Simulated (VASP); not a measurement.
# Ru (Im-3m) in VASP: notebook

Runs on Ru. Level: PBEsol. Tasks: single point, relaxation of cell and atoms.

All numbers are computed with VASP 6.6.1; they aren't measurements. Logs are shortened: lines on timing, memory, paths and dates and some standing lists are left out, and cuts for length are marked.

## Step 1: The cell of the first run

The structure is cubic, space group Im-3m (No. 229). Conventional cell: a = 3.017 Å, b = 3.017 Å, c = 3.017 Å, α = 90.00°, β = 90.00°, γ = 90.00°. Within 3.4 Å of Ru (site symmetry m-3m) lie 14 Ru at 2.61 to 3.02 Å.

## Step 2: Single point, PBEsol

Contents of INCAR:

```
PREC = Accurate ; ENCUT = 520
EDIFF = 1E-6 ; ISMEAR = 0
SIGMA = 0.1 ; LREAL = F
LASPH = T ; NELM = 60
ALGO = Normal ; ISIF = 2
LWAVE = F ; LCHARG = F
GGA = PS ; NBANDS = 13
```

Contents of KPOINTS:

```
regular mesh
0
Gamma
  10 10 10
```

Contents of POSCAR:

```
Ru
1.0
   -1.5086892473      1.5086892473      1.5086892473
    1.5086892473     -1.5086892473      1.5086892473
    1.5086892473      1.5086892473     -1.5086892473
Ru
1
Direct
    0.0000000000      0.0000000000      0.0000000000
```

Potentials or basis: VASP PAW PBE potentials, release 64 (Ru_pv).

Command:

```bash
$ cat potpaw_PBE.64/Ru_pv/POTCAR > POTCAR
$ mpirun -np 1 vasp_std > vasp.out
```

OUTCAR:

```text
PREC = Accurate
   ENCUT = 520
   EDIFF = 1E-6
   ISMEAR = 0
   LREAL = F
   LASPH = T
   NELM = 60
   ISIF = 2
   GGA = PS

 ion  position               nearest neighbor table
   1  0.000  0.000  0.000-

  LATTYP: Found a body centered cubic cell.
 ALAT       =     3.0173784946

  Lattice vectors:

 A1 = (  -1.5086892473,   1.5086892473,   1.5086892473)
 A2 = (   1.5086892473,  -1.5086892473,   1.5086892473)
 A3 = (   1.5086892473,   1.5086892473,  -1.5086892473)

Analysis of symmetry for initial positions (statically):
=====================================================================
 Subroutine PRICEL returns:
 Original cell was already a primitive cell.

 Routine SETGRP: Setting up the symmetry group for a
 body centered cubic supercell.

 Subroutine GETGRP returns: Found 48 space group operations
 (whereof 48 operations were pure point group operations)
 out of a pool of 48 trial point group operations.

The static configuration has the point symmetry O_h .

Analysis of symmetry for dynamics (positions and initial velocities):
=====================================================================
 Subroutine PRICEL returns:
 Original cell was already a primitive cell.

 Routine SETGRP: Setting up the symmetry group for a
 body centered cubic supercell.

 Subroutine GETGRP returns: Found 48 space group operations
 (whereof 48 operations were pure point group operations)
 out of a pool of 48 trial point group operations.

The dynamic configuration has the point symmetry O_h .

 Subroutine INISYM returns: Found 48 space group operations
 (whereof 48 operations are pure point group operations),
 and found     1 'primitive' translations

----------------------------------------------------------------------------------------

                                     Primitive cell

  volume of cell :      13.7360

  direct lattice vectors                    reciprocal lattice vectors
    -1.508689247  1.508689247  1.508689247     0.000000000  0.331413511  0.331413511
     1.508689247 -1.508689247  1.508689247     0.331413511  0.000000000  0.331413511
     1.508689247  1.508689247 -1.508689247     0.331413511  0.331413511  0.000000000

  length of vectors
     2.613126429  2.613126429  2.613126429     0.468689482  0.468689482  0.468689482

  position of ions in fractional coordinates (direct lattice)
     0.000000000  0.000000000  0.000000000

  ion indices of the primitive-cell ions
   primitive index   ion index
                 1           1

----------------------------------------------------------------------------------------

 KPOINTS: regular mesh

Automatic generation of k-mesh.
 Grid dimensions read from file:
 generate k-points for:   10   10   10

 Generating k-lattice:

  Cartesian coordinates                     Fractional coordinates (reciprocal lattice)
     0.000000000  0.033141351  0.033141351     0.100000000  0.000000000  0.000000000
     0.033141351  0.000000000  0.033141351     0.000000000  0.100000000  0.000000000
     0.033141351  0.033141351  0.000000000     0.000000000  0.000000000  0.100000000

  Length of vectors
     0.046868948  0.046868948  0.046868948

  Shift w.r.t. Gamma in fractional coordinates (k-lattice)
     0.000000000  0.000000000  0.000000000

 Subroutine IBZKPT returns following result:
 ===========================================

 Found     47 irreducible k-points:

 Following reciprocal coordinates:
            Coordinates               Weight
  0.000000  0.000000  0.000000      1.000000
  0.100000  0.000000  0.000000     12.000000
  0.200000  0.000000  0.000000     12.000000
  0.300000  0.000000  0.000000     12.000000
  0.400000  0.000000  0.000000     12.000000
  0.500000  0.000000  0.000000      6.000000
[... 16 lines left out ...]
  0.300000  0.300000  0.100000      8.000000
 -0.300000  0.300000  0.100000     24.000000
 [... further k-points ...]
   k-points           NKPTS =     47   k-points in BZ     NKDIM =     47   number of bands    NBANDS=     13
   number of dos      NEDOS =    301   number of ions     NIONS =      1
   total plane-waves  NPLWV =   8000
   dimension x,y,z NGX =    20 NGY =   20 NGZ =   20
   dimension x,y,z NGXF=    40 NGYF=   40 NGZF=   40
   ions per type =               1
   NGX,Y,Z   is equivalent  to a cutoff of  12.72, 12.72, 12.72 a.u.
   NGXF,Y,Z  is equivalent  to a cutoff of  25.45, 25.45, 25.45 a.u.
 SYSTEM =  unknown system
   PREC   = accura    normal or accurate (medium, high low for compatibility)
   ISTART =      0    job   : 0-new  1-cont  2-samecut
   ICHARG =      2    charge: 1-file 2-atom 10-const
   ISPIN  =      1    spin polarized calculation?
   LNONCOLLINEAR =      F non collinear calculations
   LSORBIT =      F    spin-orbit coupling
   LASPH  =      T    aspherical Exc in radial PAW
   ENCUT  =  520.0 eV  38.22 Ry    6.18 a.u.   4.86  4.86  4.86*2*pi/ulx,y,z
   NELM   =     60;   NELMIN=  2; NELMDL= -5     # of ELM steps
   EDIFF  = 0.1E-05   stopping-criterion for ELM
   LREAL  =      F    real-space projection
   EDIFFG = 0.1E-04   stopping-criterion for IOM
   NSW    =      0    number of steps for IOM
   IBRION =     -1    ionic relax: 0-MD 1-quasi-New 2-CG
   NFREE  =      0    steps in history (QN), initial steepest desc. (CG)
   ISIF   =      2    stress and relaxation
   ISYM   =      2    0-nonsym 1-usesym 2-fastsym
   POTIM  = 0.5000    time-step for ionic-motion
   TEBEG  =    0.0;   TEEND  =   0.0 temperature during run
   PSTRESS=    0.0 pullay stress
   NELECT =      14.0000    total number of electrons
   NUPDOWN=      -1.0000    fix difference up-down
   EMIN   =  10.00;   EMAX   =-10.00  energy-range for DOS
   EFERMI =   0.00;   METHOD = LEGACY
   ISMEAR =     0;   SIGMA  =   0.10  broadening in eV -4-tet -1-fermi 0-gaus
   EFERMI_NEDOS =   21; number of points for ismear=-14 and -15
   IALGO  =     38    algorithm
   IMIX   =      4    mixing-type and parameters
     AMIX     =   0.40;   BMIX     =  1.00
     AMIX_MAG =   1.60;   BMIX_MAG =  1.00
  volume/ion in A,a.u.               =      13.74        92.69
  Fermi-wavevector in a.u.,A,eV,Ry     =   1.647521  3.113364 36.930655  2.714327
  Thomas-Fermi vector in A             =   2.736966
   LORBIT       =      0    0 simple, 1 ext, 2 COOP (PROOUT), +10 PAW based schemes
   GGA     = PS    functional components
   LHFCALC =     F    Hartree Fock is set to
   AEXX    =    0.0000 exact exchange contribution
   IVDW    =     0    specifies the selected vdW correction
   LEPSILON=     F    determine dielectric tensor
   LRPA    =     F    only Hartree local field effects (RPA)
 non-spin polarized calculation
 Gauss-broadening in eV      SIGMA  =   0.10
  energy-cutoff  :      520.00
  volume of cell :       13.74
 maximum number of plane-waves:       382
   NGX =  9   NGY =  9   NGZ =  9

 number of electron      13.9999995 magnetization

 Free energy of the ion-electron system (eV)
  ---------------------------------------------------
  ext. energy  EPLUGINS =         0.00000000
  ---------------------------------------------------
  free energy    TOTEN  =        -9.51141956 eV

  energy without entropy =       -9.50149990  energy(sigma->0) =       -9.50645973

 E-fermi :  12.6247     XC(G=0): -14.1981

 val. band max:       12.6239739939   @ k =   0.3000   0.1000   0.1000
 cond. band min:      12.6255427265   @ k =   0.2000   0.0000   0.0000
 fundamental gap:      0.0015687326
 Fermi energy:        12.6246797688

 k-point     1 :       0.0000    0.0000    0.0000
  band No.  band energies     occupation
      1     -29.8672      2.00000
      2     -29.8672      2.00000
      3     -29.8672      2.00000
      4       4.4869      2.00000
      5       9.7752      2.00000
      6       9.7752      2.00000
      7       9.7752      2.00000
      8      12.5460      1.73416
      9      12.5460      1.73416
     10      23.0211      0.00000
     11      29.7683      0.00000
     12      29.7683      0.00000
     13      29.7683      0.00000

 k-point     2 :       0.1000    0.0000    0.0000
  band No.  band energies     occupation
      1     -29.9722      2.00000
      2     -29.9007      2.00000
      3     -29.8675      2.00000
      4       4.9252      2.00000
      5       9.5722      2.00000
      6       9.7548      2.00000
      7      10.1598      2.00000
      8      12.3000      2.00000
      9      12.5599      1.64030
     10      23.0210      0.00000
     11      29.9795      0.00000
     12      30.2153      0.00000
     13      30.4615      0.00000

 k-point     3 :       0.2000    0.0000    0.0000
  band No.  band energies     occupation
      1     -30.2419      2.00000
      2     -29.9878      2.00000
      3     -29.8685      2.00000
      4       5.9905      2.00000
      5       9.0776      2.00000
      6       9.7043      2.00000
      7      11.2521      2.00000
      8      12.0374      2.00000
      9      12.6255      0.99026
     10      23.0208      0.00000
     11      29.7968      0.00000
     12      30.1665      0.00000
     13      32.3757      0.00000
[... 305 lines left out ...]
 k-point    23 :       0.3000    0.3000    0.1000
  band No.  band energies     occupation
      1     -30.5321      2.00000
      2     -30.5321      2.00000
      3     -30.0908      2.00000
      4       7.7627      2.00000
      5       9.2098      2.00000
      6       9.2098      2.00000
      7      13.0197      0.00000
      8      13.0197      0.00000
      9      22.3307      0.00000
     10      22.3307      0.00000
     11      22.4025      0.00000
     12      23.0435      0.00000
     13      27.8011      0.00000

 k-point    24 :      -0.3000    0.3000    0.1000
  band No.  band energies     occupation
      1     -30.5504      2.00000
      2     -30.1309      2.00000
      3     -29.9487      2.00000
      4       7.0288      2.00000
      5       8.9170      2.00000
      6       9.8679      2.00000
      7      11.6308      2.00000
      8      12.7305      0.13450
      9      13.5120      0.00000
     10      23.0201      0.00000
     11      27.7737      0.00000
     12      29.0933      0.00000
     13      33.4928      0.00000

 [... further k-points ...]
[... 5 lines left out ...]
  --------------------------------------------------------------------------------------
  -------------------------------------------------------------------------------------
  Total        0.0145830      0.0145830      0.0145830      0.0000000      0.0000000      0.0000000
  in kB        1.7009796      1.7009796      1.7009796      0.0000000      0.0000000      0.0000000
  external PRESSURE =       1.7009796 kB  Pullay stress =       0.0000000 kB

 VOLUME and BASIS-vectors are now :
 -----------------------------------------------------------------------------
  energy-cutoff  :      520.00
  volume of cell :       13.74
      direct lattice vectors                 reciprocal lattice vectors
    -1.508689247  1.508689247  1.508689247     0.000000000  0.331413511  0.331413511
     1.508689247 -1.508689247  1.508689247     0.331413511  0.000000000  0.331413511
     1.508689247  1.508689247 -1.508689247     0.331413511  0.331413511  0.000000000

 POSITION                                       TOTAL-FORCE (eV/Angst)
 -----------------------------------------------------------------------------------
      0.00000      0.00000      0.00000         0.000000     -0.000000     -0.000000
 -----------------------------------------------------------------------------------
    total drift:                                0.000000     -0.000000      0.000000

  FREE ENERGIE OF THE ION-ELECTRON SYSTEM (eV)
  ---------------------------------------------------
  free  energy   TOTEN  =        -9.5114195557 eV

  energy  without entropy=       -9.5014999015  energy(sigma->0) =       -9.50645973
```

Run time: 13 s. Hardware: 1 thread of AMD EPYC 7R13, shared host; peak memory 0.1 GiB.

What came out:

```yaml
Free_energy: -9.5114 eV
Pressure: 0.2 GPa
Band_gap_on_the_k_mesh: zero (band 7 reaches 14.54 eV, above the bottom of band 8 at 11.16 eV)
```

Levels at points of the mesh, in eV from the Fermi level:
```tsv
k point	band 3	band 4	band 5	band 6	band 7	band 8	band 9	band 10	band 11	band 12
(0.00, 0.00, 0.00)	-42.49	-8.14	-2.85	-2.85	-2.85	-0.08	-0.08	10.40	17.14	17.14
(0.50, 0.00, 0.00)	-42.50	-6.32	-4.65	-0.09	0.40	1.17	2.55	10.31	10.52	13.62
(0.50, 0.50, 0.50)	-43.23	-6.42	-6.42	1.91	1.91	1.91	9.38	9.38	9.38	10.39
```

Caveat: the PAW data sets were made with another functional, which shifts forces and pressure a little.

(Continued in part 2 of 2.)
